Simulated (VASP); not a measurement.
A run of VASP 6.6.1 is set up as follows.

Contents of INCAR:

```
  PREC = Accurate
  ENCUT = 520
  EDIFF = 1E-7
  ISMEAR = 0
  SIGMA = 0.1
  LREAL = False
  LASPH = True
  NELM = 100
  ALGO = Normal
  ISIF = 2
  LWAVE = False
  LCHARG = False
  GGA = PS
  NBANDS = 8
```

The input KPOINTS:

```
regular mesh
0
Gamma
  16 16 16
```

POSCAR

```
Sb
1.0
   -1.5459080073      1.5459080073      2.6972668444
    1.5459080073     -1.5459080073      2.6972668444
    1.5774388110      1.5774388110     -2.6972668444
Sb
1
Direct
    0.0000000000      0.0000000000      0.0000000000
```

Potentials or basis: VASP PAW PBE potentials, release 64 (Sb).

Launch:

```sh
$ cat potpaw_PBE.64/Sb/POTCAR > POTCAR
$ mpirun -np 1 vasp_std > vasp.out
```

(1) Estimate the pressure.

## Answers

(1) 0.6 GPa.

Caveat: the cell differs from its parent crystal (strained); the PAW data sets were made with another functional, which shifts forces and pressure a little.
